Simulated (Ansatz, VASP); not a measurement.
La2O3 in VASP and in Ansatz

The input INCAR:

```
SYSTEM = La2O3
PREC = Accurate
ENCUT = 520
EDIFF = 1E-7
ISMEAR = -1
SIGMA = 0.05
LREAL = .FALSE.
LASPH = .TRUE.
NELM = 60
ALGO = Normal
ISIF = 2
LWAVE = .FALSE.
LCHARG = .TRUE.
GGA = PS
LELF = .TRUE.
LVHAR = .TRUE.
NBANDS = 28
```

KPOINTS

```
Automatic mesh
0
G
  5 5 8
  0 0 0
```

File POSCAR:

```
La2O3
1.0
    6.3275179181      0.0000000000      0.0000000000
   -3.1637589590      5.4797912600      0.0000000000
    0.0000000000      0.0000000000      3.2678137186
La O
2 3
Direct
    0.6666666667      0.3333333333      0.4981030000
    0.3333333333      0.6666666667      0.5018970000
    0.5046070000      0.0000000000      0.0000000000
    0.0000000000      0.5046070000      0.0000000000
    0.4953930000      0.4953930000      0.0000000000
```

File input.yaml:

```yaml
crystal:
  lattice:
    - [6.3275179181, 0.0, 0.0]
    - [-3.163758959, 5.47979126, 0.0]
    - [0.0, 0.0, 3.2678137186]
  atoms:
    - { symbol: La, position: [0.6666666667, 0.3333333333, 0.498103] }
    - { symbol: La, position: [0.3333333333, 0.6666666667, 0.501897] }
    - { symbol: O, position: [0.504607, 0.0, 0.0] }
    - { symbol: O, position: [0.0, 0.504607, 0.0] }
    - { symbol: O, position: [0.495393, 0.495393, 0.0] }
kpoints:
  mp_grid: { grid: [5, 5, 8] }
scf:
  occupations: { method: fermi_dirac, width: 0.05 }
hamiltonian:
  xc: pbesol
  pseudopotentials: { kind: all_electron, lapw: { basis_error: 0.002 } }
output:
  forces: true
  stress: true
  eigenvalues: true
```

Change from the starting cell: volume scaled by 0.98.

Alike in both runs: task single point; functional PBEsol; k mesh 5 × 5 × 8; occupations fermi-dirac, width 0.05 eV; no spin polarisation.

```csv
,VASP,Ansatz
version,VASP 6.6.1,Ansatz 0.2.0
potentials or method,"VASP PAW PBE potentials, release 64 (La, O), cutoff 520 eV","all-electron LAPW, scalar-relativistic"
```

```tsv
	VASP	Ansatz	Ansatz less VASP
gap on the k mesh at the Fermi level (eV)	1.46	1.46	-0.004
least direct gap on the mesh (eV)	1.96	1.97	+0.007
pressure (GPa)	-1.4	-1.3	+0.16
traceless stress, the component that is largest in VASP (GPa)	-0.54	-0.52	+0.016
rms of the force components (eV/Å)	0.018	0.018	-0.0002
```

VASP's potentials were made for PBE, not for PBEsol. Atom by atom the forces differ by 0.000 eV/Å (rms over components). Ansatz ran all-electron here, and VASP with PAW potentials.

Neither program's run includes spin-orbit coupling.
